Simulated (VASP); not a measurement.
A run of VASP 6.6.1 is set up as follows.

File INCAR:

```
SYSTEM = Na
PREC     = Accurate       ! precision mode
ENCUT    = 520            ! plane-wave cutoff, eV
EDIFF    = 1E-6           ! SCF threshold, eV
ISMEAR   = 0              ! smearing method
SIGMA    = 0.1            ! smearing width, eV
LREAL    = .FALSE.        ! projectors in reciprocal space
LASPH    = .TRUE.         ! aspherical terms in the spheres
NELM     = 80             ! most SCF steps
ALGO     = Fast           ! electronic algorithm
ISIF     = 2              ! what is computed and relaxed
LWAVE    = .FALSE.        ! write WAVECAR
LCHARG   = .TRUE.         ! write CHGCAR
GGA      = PS             ! functional
LELF     = .TRUE.         ! ELF
LVHAR    = .TRUE.       
NBANDS   = 14             ! bands
```

KPOINTS

```
Automatic mesh
0
G
  12 10 6
  0 0 0
```

Contents of POSCAR:

```
Na
1.0
    3.8934099003      0.0459611639      0.0147830604
    0.0446806275      4.1627085798      0.1263337111
   -1.8884274914     -1.8537635540      7.1004469443
Na
2
Direct
    0.3490295755      0.6260226266      0.7346524735
    0.6509704245      0.3739773734      0.2653475265
```

Potentials or basis: VASP PAW PBE potentials, release 64 (Na_pv).

Launch:

```bash
$ cat potpaw_PBE.64/Na_pv/POTCAR > POTCAR
$ mpirun -np 1 vasp_std > vasp.out
```

**Question.** Estimate the largest force.

**Answer.** 0.042 eV/Å.

**Question.** Estimate the pressure.

**Answer.** -1.3 GPa.

**Question.** Predict the band gap on the k mesh.

**Answer.** Zero (band 7 reaches 1.47 eV, above the bottom of band 8 at -2.30 eV).

Stress tensor (GPa, compression positive):
```
-1.15  0.04  0.07
 0.04 -1.42  0.01
 0.07  0.01 -1.28
```

Caveat: the cell differs from its parent crystal (K replaced by Na, lengths x 0.891, strained); the PAW data sets were made with another functional, which shifts forces and pressure a little.
